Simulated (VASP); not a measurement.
Input of a VASP 6.6.1 run:

Contents of INCAR:

```
SYSTEM = C
ALGO     = Normal         ! electronic algorithm
EDIFF    = 1E-6           ! SCF threshold, eV
ENCUT    = 520            ! plane-wave cutoff, eV
GGA      = PS             ! functional
ISIF     = 2              ! what is computed and relaxed
ISMEAR   = 0              ! smearing method
IVDW     = 12             ! dispersion correction
LASPH    = .TRUE.         ! aspherical terms in the spheres
LCHARG   = .TRUE.         ! write CHGCAR
LELF     = .TRUE.         ! ELF
LREAL    = .FALSE.        ! projectors in reciprocal space
LVHAR    = .TRUE.       
LWAVE    = .FALSE.        ! write WAVECAR
NBANDS   = 11             ! bands
NELM     = 60             ! most SCF steps
PREC     = Accurate       ! precision mode
SIGMA    = 0.05           ! smearing width, eV
```

KPOINTS

```
k-points
0
G
  15 15 15
  0 0 0
```

File POSCAR:

```
C
1.0
    1.2290461105      0.7095901028      3.2829684898
   -1.2290461105      0.7095901028      3.2829684898
    0.0000000000     -1.4191802055      3.2829684898
C
2
Direct
    0.1428452313      0.1428452313      0.1851231603
    0.8571547687      0.8571547687      0.8148768397
```

Potentials or basis: VASP PAW PBE potentials, release 64 (C).

Launch:

```console
$ cat potpaw_PBE.64/C/POTCAR > POTCAR
$ mpirun -np 1 vasp_std > vasp.out
```

Problem. Estimate the dispersion energy per atom.

Solution. -0.113 eV.

Problem. What does it give for the pressure?

Solution. 5.5 GPa.

Forces on the atoms (eV/Å):
```
C    0.000  7.058  2.794
C    0.000 -7.058 -2.794
```

Caveat: the cell differs from its parent crystal (atoms displaced along a vibrational mode); the cell stands under pressure; the PAW data sets were made with another functional, which shifts forces and pressure a little.
